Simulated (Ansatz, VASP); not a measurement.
## Two plane-wave programs on In5Sb2As3

```xyz
10
Lattice="-0.0114 -5.3991 0.0021 -6.6202 -0.0110 0.0155 0.3432 0.0009 -7.3399" Properties=species:S:1:pos:R:3 pbc="T T T"
In    0.0724    0.0788   -6.8642
In   -3.8410    0.0070   -5.6233
In   -1.3262    0.0045   -3.9922
In   -5.3292    0.0411   -2.5683
In   -2.7402   -0.2204   -1.1200
Sb   -4.5744   -2.6784   -4.1463
Sb   -5.9968   -2.6781   -0.9841
As   -0.7075   -2.6647   -5.2573
As   -1.8533   -2.7202   -2.9554
As   -3.2905   -2.7145   -6.7797
```

Change from the starting cell: cell x1, atoms moved at random (sigma 0.1 Å) and cell strained at random (1.5 %), then relaxed without symmetry.

Alike in both runs: functional PBE; k mesh 4 × 4 × 4; occupations gaussian, width 0.2 eV; no spin polarisation.

Ansatz relaxed the structure, and its values are those at the end. VASP's run is a single point on that final structure, the one shown.

|  | VASP | Ansatz |
| --- | --- | --- |
| version | VASP 6.6.1 | Ansatz 0.2.0 |
| potentials or method | VASP PAW PBE potentials, release 64 (In_d, Sb, As), cutoff 520 eV | scalar-relativistic, plane waves, PAW |
| valence electrons in the cell | 90 | 140 |

Ansatz gave:

| Property | Result |
| --- | --- |
| gap on the k mesh at the Fermi level (eV) | none |
| pressure (GPa) | 0.0 |
| rms of the force components (eV/Å) | 0.005 |

Task: Estimate VASP's values.

Result: gap on the k mesh at the Fermi level (eV): none; pressure (GPa): 0.0; rms of the force components (eV/Å): 0.011.

A gap of «none» marks a metal or a gap that the smearing closes. The functional is the same, so the differences come from potentials, cutoffs and numerics. VASP's potentials hold 90 valence electrons a cell and Ansatz's 140, so a difference there can come from the potentials and not from the codes.

Neither program's run includes spin-orbit coupling.
